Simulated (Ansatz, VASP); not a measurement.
**One calculation of Mg3Mn, two programs**

```xyz
4
Lattice="4.1436 0.0000 0.0000 0.0000 4.1436 0.0000 0.0000 0.0000 4.1436" Properties=species:S:1:pos:R:3 pbc="T T T"
Mg    2.0718    2.0718    0.0000
Mg    2.0718    0.0000    2.0718
Mg    0.0000    2.0718    2.0718
Mn    0.0000    0.0000    0.0000
```

Alike in both runs: functional PBE; k mesh 10 × 10 × 10; occupations gaussian, width 0.1 eV; no spin polarisation.

Ansatz relaxed the structure, and its values are those at the end. VASP's run is a single point on that final structure, the one shown.

|  | VASP | Ansatz |
| --- | --- | --- |
| version | VASP 6.6.1 | Ansatz 0.2.0 |
| potentials or method | VASP PAW PBE potentials, release 64 (Mg, Mn_pv), cutoff 520 eV | scalar-relativistic, plane waves, PAW |
| valence electrons in the cell | 19 | 45 |

```tsv
	VASP	Ansatz	Ansatz less VASP
gap on the k mesh at the Fermi level (eV)	none	none	-
pressure (GPa)	-0.1	0.0	+0.11
```

A gap of «none» marks a metal or a gap that the smearing closes. With one functional, cell and mesh, what is left measures potentials, basis and numerics. VASP's potentials hold 19 valence electrons a cell and Ansatz's 45, so a difference there can come from the potentials and not from the codes.
